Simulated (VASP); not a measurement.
Set up this calculation in VASP 6.6.1, as the native input.

* Task: relaxation of shape and atoms at fixed volume
* Functional: PBE
* Potentials or basis: VASP PAW PBE potentials, release 64 (W_sv)
* Cutoff: 600 eV
* k mesh: 16 × 16 × 16
* Occupations: fermi-dirac, width 0.05 eV
* Spin: no spin polarisation
* Dipole correction: no
* Further INCAR settings: ALGO = Normal; EDIFF = 1e-06; IBRION = 2; EDIFFG = -0.005; NSW = 50; ISIF = 4

The structure of W lies in POSCAR:

```
W
1.0
   -2.3355039684      2.3355039684      1.2273962377
    2.3355039684     -2.3355039684      1.2273962377
    2.3355039684      2.3355039684     -1.2273962377
W
2
Direct
   -0.3750000000     -0.1250000000     -0.2500000000
    0.3750000000      0.1250000000      0.2500000000
```

The input as run:

INCAR

```
PREC     = Accurate       # precision mode
ENCUT    = 600            # plane-wave cutoff, eV
EDIFF    = 1E-6           # SCF threshold, eV
ISMEAR   = -1             # smearing method
SIGMA    = 0.05           # smearing width, eV
LREAL    = F              # projectors in reciprocal space
LASPH    = T              # aspherical terms in the spheres
NELM     = 60             # most SCF steps
ALGO     = Normal         # electronic algorithm
ISIF     = 4              # what is computed and relaxed
LWAVE    = F              # write WAVECAR
LCHARG   = F              # write CHGCAR
GGA      = PE             # functional
IBRION   = 2              # ionic algorithm
NSW      = 50             # ionic steps
EDIFFG   = -0.005         # ionic threshold
```

KPOINTS

```
regular mesh
0
Gamma
  16 16 16
```

Potentials or basis: VASP PAW PBE potentials, release 64 (W_sv).

Launch:

```sh
$ cat potpaw_PBE.64/W_sv/POTCAR > POTCAR
$ mpirun -np 1 vasp_std > vasp.out
```

It gave:

```yaml
Energy_gained_by_relaxing: 0.8 meV/atom
Ionic_steps: 3
Pressure_after_relaxing: 113.6 GPa
Band_gap_on_the_k_mesh: zero (bands 14 and 15 overlap by 4.43 eV)
```

Caveat: spin-orbit coupling is left out, which moves the levels of the heavy elements.

It took 4.8 min on 1 thread of Intel(R) Xeon(R) Platinum 8259CL CPU @ 2.50GHz (Skylake/Cascade Lake) (shared host), peak memory 0.3 GiB.
